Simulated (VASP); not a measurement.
# Ti2H (Pn-3m) in VASP: single point with LDA

Aim: the single point of Ti2H with LDA.

Everything below comes from runs of VASP 6.6.1. Logs are shortened: lines on timing, memory, paths and dates and some standing lists are left out, and cuts for length are marked.

### 1 The cell of the first run

Symmetry: Pn-3m, No. 224, cubic system. The conventional cell has a = 4.229 Å, b = 4.229 Å, c = 4.229 Å, α = 90.00°, β = 90.00°, γ = 90.00°. Within 2.4 Å of Ti (site symmetry -3m) lie 2 H at 1.83 Å. H (site symmetry -43m) has 4 Ti at 1.83 Å within 2.4 Å.

### 2 Single point, LDA

INCAR

```
  PREC = Accurate
  ENCUT = 520
  EDIFF = 1E-7
  ISMEAR = -1
  SIGMA = 0.1
  LREAL = False
  LASPH = True
  NELM = 80
  ALGO = Normal
  ISIF = 2
  LWAVE = False
  LCHARG = False
  GGA = CA
  NBANDS = 34
```

KPOINTS

```
regular mesh
0
Gamma
  6 6 6
```

POSCAR

```
Ti2H
1.0
    4.2291990000      0.0000000000      0.0000000000
    0.0000000000      4.2291990000      0.0000000000
    0.0000000000      0.0000000000      4.2291990000
Ti H
4 2
Direct
    0.2500000000      0.7500000000      0.2500000000
    0.7500000000      0.2500000000      0.2500000000
    0.2500000000      0.2500000000      0.7500000000
    0.7500000000      0.7500000000      0.7500000000
    0.0000000000      0.0000000000      0.0000000000
    0.5000000000      0.5000000000      0.5000000000
```

Potentials or basis: VASP PAW LDA potentials, release 64 (Ti_sv, H).

Run with:

```bash
> cat potpaw_LDA.64/Ti_sv/POTCAR potpaw_LDA.64/H/POTCAR > POTCAR
> mpirun -np 1 vasp_std > vasp.out
```

OUTCAR:

```text
PREC = Accurate
   ENCUT = 520
   EDIFF = 1E-7
   ISMEAR = -1
   LREAL = False
   LASPH = True
   NELM = 80
   ISIF = 2
   GGA = CA

 ion  position               nearest neighbor table
   1  0.250  0.750  0.250-   5 1.83   6 1.83
   2  0.750  0.250  0.250-   5 1.83   6 1.83
   3  0.250  0.250  0.750-   5 1.83   6 1.83
   4  0.750  0.750  0.750-   5 1.83   6 1.83
   5  0.000  0.000  0.000-   1 1.83   2 1.83   3 1.83   4 1.83
   6  0.500  0.500  0.500-   1 1.83   2 1.83   3 1.83   4 1.83

  LATTYP: Found a simple cubic cell.
 ALAT       =     4.2291990000

  Lattice vectors:

 A1 = (   4.2291990000,   0.0000000000,   0.0000000000)
 A2 = (   0.0000000000,   4.2291990000,   0.0000000000)
 A3 = (   0.0000000000,   0.0000000000,   4.2291990000)

Analysis of symmetry for initial positions (statically):
=====================================================================
 Subroutine PRICEL returns:
 Original cell was already a primitive cell.

 Routine SETGRP: Setting up the symmetry group for a
 simple cubic supercell.

 Subroutine GETGRP returns: Found 48 space group operations
 (whereof 24 operations were pure point group operations)
 out of a pool of 48 trial point group operations.

The static configuration has the point symmetry T_d .
 The point group associated with its full space group is O_h .

Analysis of symmetry for dynamics (positions and initial velocities):
=====================================================================
 Subroutine PRICEL returns:
 Original cell was already a primitive cell.

 Routine SETGRP: Setting up the symmetry group for a
 simple cubic supercell.

 Subroutine GETGRP returns: Found 48 space group operations
 (whereof 24 operations were pure point group operations)
 out of a pool of 48 trial point group operations.

The dynamic configuration has the point symmetry T_d .
 The point group associated with its full space group is O_h .

 Subroutine INISYM returns: Found 48 space group operations
 (whereof 24 operations are pure point group operations),
 and found     1 'primitive' translations

----------------------------------------------------------------------------------------

                                     Primitive cell

  volume of cell :      75.6440

  direct lattice vectors                    reciprocal lattice vectors
     4.229199000  0.000000000  0.000000000     0.236451394  0.000000000  0.000000000
     0.000000000  4.229199000  0.000000000     0.000000000  0.236451394  0.000000000
     0.000000000  0.000000000  4.229199000     0.000000000  0.000000000  0.236451394

  length of vectors
     4.229199000  4.229199000  4.229199000     0.236451394  0.236451394  0.236451394

  position of ions in fractional coordinates (direct lattice)
     0.250000000  0.750000000  0.250000000
     0.750000000  0.250000000  0.250000000
     0.250000000  0.250000000  0.750000000
     0.750000000  0.750000000  0.750000000
     0.000000000  0.000000000  0.000000000
     0.500000000  0.500000000  0.500000000

  ion indices of the primitive-cell ions
   primitive index   ion index
                 1           1
                 2           2
                 3           3
                 4           4
                 5           5
                 6           6

----------------------------------------------------------------------------------------

 KPOINTS: regular mesh

Automatic generation of k-mesh.
 Grid dimensions read from file:
 generate k-points for:    6    6    6

 Generating k-lattice:

  Cartesian coordinates                     Fractional coordinates (reciprocal lattice)
     0.039408566  0.000000000  0.000000000     0.166666667  0.000000000  0.000000000
     0.000000000  0.039408566  0.000000000     0.000000000  0.166666667  0.000000000
     0.000000000  0.000000000  0.039408566     0.000000000  0.000000000  0.166666667

  Length of vectors
     0.039408566  0.039408566  0.039408566

  Shift w.r.t. Gamma in fractional coordinates (k-lattice)
     0.000000000  0.000000000  0.000000000

 Subroutine IBZKPT returns following result:
 ===========================================

 Found     20 irreducible k-points:

 Following reciprocal coordinates:
            Coordinates               Weight
  0.000000  0.000000  0.000000      1.000000
  0.166667  0.000000  0.000000      6.000000
  0.333333  0.000000  0.000000      6.000000
  0.500000  0.000000  0.000000      3.000000
  0.166667  0.166667  0.000000     12.000000
  0.333333  0.166667  0.000000     24.000000
[... 12 lines left out ...]
  0.500000  0.500000  0.333333      6.000000
  0.500000  0.500000  0.500000      1.000000
   k-points           NKPTS =     20   k-points in BZ     NKDIM =     20   number of bands    NBANDS=     34
   number of dos      NEDOS =    301   number of ions     NIONS =      6
   total plane-waves  NPLWV =  32768
   dimension x,y,z NGX =    32 NGY =   32 NGZ =   32
   dimension x,y,z NGXF=    64 NGYF=   64 NGZF=   64
   ions per type =               4   2
   NGX,Y,Z   is equivalent  to a cutoff of  12.58, 12.58, 12.58 a.u.
   NGXF,Y,Z  is equivalent  to a cutoff of  25.16, 25.16, 25.16 a.u.
 SYSTEM =  unknown system
   PREC   = accura    normal or accurate (medium, high low for compatibility)
   ISTART =      0    job   : 0-new  1-cont  2-samecut
   ICHARG =      2    charge: 1-file 2-atom 10-const
   ISPIN  =      1    spin polarized calculation?
   LNONCOLLINEAR =      F non collinear calculations
   LSORBIT =      F    spin-orbit coupling
   LASPH  =      T    aspherical Exc in radial PAW
   ENCUT  =  520.0 eV  38.22 Ry    6.18 a.u.   7.86  7.86  7.86*2*pi/ulx,y,z
   NELM   =     80;   NELMIN=  2; NELMDL= -5     # of ELM steps
   EDIFF  = 0.1E-06   stopping-criterion for ELM
   LREAL  =      F    real-space projection
   EDIFFG = 0.1E-05   stopping-criterion for IOM
   NSW    =      0    number of steps for IOM
   IBRION =     -1    ionic relax: 0-MD 1-quasi-New 2-CG
   NFREE  =      0    steps in history (QN), initial steepest desc. (CG)
   ISIF   =      2    stress and relaxation
   ISYM   =      2    0-nonsym 1-usesym 2-fastsym
   POTIM  = 0.5000    time-step for ionic-motion
   TEBEG  =    0.0;   TEEND  =   0.0 temperature during run
   PSTRESS=    0.0 pullay stress
   NELECT =      50.0000    total number of electrons
   NUPDOWN=      -1.0000    fix difference up-down
   EMIN   =  10.00;   EMAX   =-10.00  energy-range for DOS
   EFERMI =   0.00;   METHOD = LEGACY
   ISMEAR =    -1;   SIGMA  =   0.10  broadening in eV -4-tet -1-fermi 0-gaus
   EFERMI_NEDOS =   21; number of points for ismear=-14 and -15
   IALGO  =     38    algorithm
   IMIX   =      4    mixing-type and parameters
     AMIX     =   0.40;   BMIX     =  1.00
     AMIX_MAG =   1.60;   BMIX_MAG =  1.00
  volume/ion in A,a.u.               =      12.61        85.08
  Fermi-wavevector in a.u.,A,eV,Ry     =   1.426067  2.694877 27.669735  2.033668
  Thomas-Fermi vector in A             =   2.546384
   LORBIT       =      0    0 simple, 1 ext, 2 COOP (PROOUT), +10 PAW based schemes
   GGA     = CA    functional components
   LHFCALC =     F    Hartree Fock is set to
   AEXX    =    0.0000 exact exchange contribution
   IVDW    =     0    specifies the selected vdW correction
   LEPSILON=     F    determine dielectric tensor
   LRPA    =     F    only Hartree local field effects (RPA)
 non-spin polarized calculation
  energy-cutoff  :      520.00
  volume of cell :       75.64
 maximum number of plane-waves:      2054
 NGX is ok and might be reduce to    32
   NGX = 15   NGY = 15   NGZ = 15

 number of electron      49.9999984 magnetization

 Free energy of the ion-electron system (eV)
  ---------------------------------------------------
  ext. energy  EPLUGINS =         0.00000000
  ---------------------------------------------------
  free energy    TOTEN  =       -42.60554233 eV

  energy without entropy =      -42.40425421  energy(sigma->0) =      -42.50489827

 E-fermi :   7.4689     XC(G=0): -11.6699

 val. band max:        7.4530507301   @ k =   0.3333   0.3333   0.0000
 cond. band min:       7.4711300341   @ k =   0.3333   0.3333   0.0000
 fundamental gap:      0.0180793040
 Fermi energy:         7.4689200091

 k-point     1 :       0.0000    0.0000    0.0000
  band No.  band energies     occupation
      1     -48.7141      2.00000
      2     -48.5877      2.00000
      3     -48.5877      2.00000
      4     -48.5877      2.00000
      5     -25.6949      2.00000
      6     -25.4944      2.00000
[... 26 lines left out ...]
     33      10.5870      0.00000
     34      10.6702      0.00000

 k-point     2 :       0.1667    0.0000    0.0000
  band No.  band energies     occupation
      1     -48.7057      2.00000
      2     -48.5962      2.00000
      3     -48.5877      2.00000
      4     -48.5877      2.00000
      5     -25.6658      2.00000
      6     -25.4744      2.00000
[... 26 lines left out ...]
     33      10.2958      0.00000
     34      10.4841      0.00000

 k-point     3 :       0.3333    0.0000    0.0000
  band No.  band energies     occupation
      1     -48.6826      2.00000
      2     -48.6194      2.00000
      3     -48.5876      2.00000
      4     -48.5876      2.00000
      5     -25.5871      2.00000
      6     -25.4195      2.00000
[... 26 lines left out ...]
     33       9.8464      0.00000
     34       9.8496      0.00000
[... 556 lines left out ...]
 k-point    19 :       0.5000    0.5000    0.3333
  band No.  band energies     occupation
      1     -48.6230      2.00000
      2     -48.6177      2.00000
      3     -48.6173      2.00000
      4     -48.6173      2.00000
      5     -25.6973      2.00000
      6     -25.5261      2.00000
[... 26 lines left out ...]
     33      10.2958      0.00000
     34      10.3846      0.00000

 k-point    20 :       0.5000    0.5000    0.5000
  band No.  band energies     occupation
      1     -48.6233      2.00000
      2     -48.6172      2.00000
      3     -48.6172      2.00000
      4     -48.6172      2.00000
      5     -25.7297      2.00000
      6     -25.5484      2.00000
[... 26 lines left out ...]
     33      10.4848      0.00000
     34      10.4960      0.00000

------------------------ aborting loop because EDIFF is reached ----------------------------------------

  FORCE on cell =-STRESS in cart. coord.  units (eV):
  Direction    XX          YY          ZZ          XY          YZ          ZX
  --------------------------------------------------------------------------------------
  -------------------------------------------------------------------------------------
  Total       -3.4070575     -3.4070575     -3.4070575      0.0000000      0.0000000      0.0000000
  in kB      -72.1631830    -72.1631830    -72.1631830      0.0000000      0.0000000      0.0000000
  external PRESSURE =     -72.1631830 kB  Pullay stress =       0.0000000 kB

 VOLUME and BASIS-vectors are now :
 -----------------------------------------------------------------------------
  energy-cutoff  :      520.00
  volume of cell :       75.64
      direct lattice vectors                 reciprocal lattice vectors
     4.229199000  0.000000000  0.000000000     0.236451394  0.000000000  0.000000000
     0.000000000  4.229199000  0.000000000     0.000000000  0.236451394  0.000000000
     0.000000000  0.000000000  4.229199000     0.000000000  0.000000000  0.236451394

 POSITION                                       TOTAL-FORCE (eV/Angst)
 -----------------------------------------------------------------------------------
      1.05730      3.17190      1.05730        -0.000000     -0.000000     -0.000000
      3.17190      1.05730      1.05730         0.000000      0.000000     -0.000000
      1.05730      1.05730      3.17190         0.000000     -0.000000     -0.000000
      3.17190      3.17190      3.17190        -0.000000      0.000000      0.000000
      0.00000      0.00000      0.00000         0.000000     -0.000000      0.000000
      2.11460      2.11460      2.11460         0.000000     -0.000000      0.000000
 -----------------------------------------------------------------------------------
    total drift:                                0.000000      0.000000     -0.000000

  FREE ENERGIE OF THE ION-ELECTRON SYSTEM (eV)
  ---------------------------------------------------
  free  energy   TOTEN  =       -42.6055423307 eV

  energy  without entropy=      -42.4042542147  energy(sigma->0) =      -42.50489827
```

Wall time 28 s (1 thread of Intel Xeon Platinum 8375C at 2.90GHz (Ice Lake), shared host); peak memory 0.17 GiB.

What came out:

| Item | Value |
| --- | --- |
| Free energy | -42.6055 eV |
| Pressure | -7.2 GPa |
| Band gap on the k mesh | zero (band 25 reaches 8.02 eV, above the bottom of band 26 at 7.02 eV) |
